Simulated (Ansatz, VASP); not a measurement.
# Two plane-wave programs on Te

```
Te
1.0
     4.48350    0.00000    0.00000
    -2.24175    3.88282    0.00000
     0.00000    0.00000    5.96323
Te
3
Direct
  0.73100 0.73100 0.00000
  0.00000 0.26900 0.66667
  0.26900 0.00000 0.33333
```

Alike in both runs: task single point; functional LDA; k mesh 7 × 7 × 5; occupations fermi-dirac, width 0.05 eV; no spin polarisation.

|  | VASP | Ansatz |
| --- | --- | --- |
| version | VASP 6.6.1 | Ansatz 0.2.0 |
| potentials or method | VASP PAW LDA potentials, release 64 (Te) | Ansatz PAW |
| plane-wave cutoff (eV) | 520 | 420 |
| valence electrons in the cell | 18 | 48 |

VASP gave:

```
gap on the k mesh at the Fermi level (eV)                     : 0.58
least direct gap on the mesh (eV)                             : 0.73
pressure (GPa)                                                : -2.7
traceless stress, the component that is largest in VASP (GPa) : -0.22
rms of the force components (eV/Å)                            : 0.009
```

Estimate Ansatz's values.

gap on the k mesh at the Fermi level (eV): 0.58; least direct gap on the mesh (eV): 0.74; pressure (GPa): -2.8; traceless stress, the component that is largest in VASP (GPa): -0.27; rms of the force components (eV/Å): 0.024.

LDA's correlation is that of Perdew and Zunger in VASP and of Perdew and Wang (1992) in Ansatz. Atom by atom the forces differ by 0.015 eV/Å (rms over components). VASP's potentials hold 18 valence electrons a cell and Ansatz's 48, so a difference there can come from the potentials and not from the codes.

Spin-orbit coupling is off throughout. Noted on Ansatz's run: odd divisions of the mesh miss points on the zone boundary, where band edges often lie, so the gap on the mesh can be too wide.
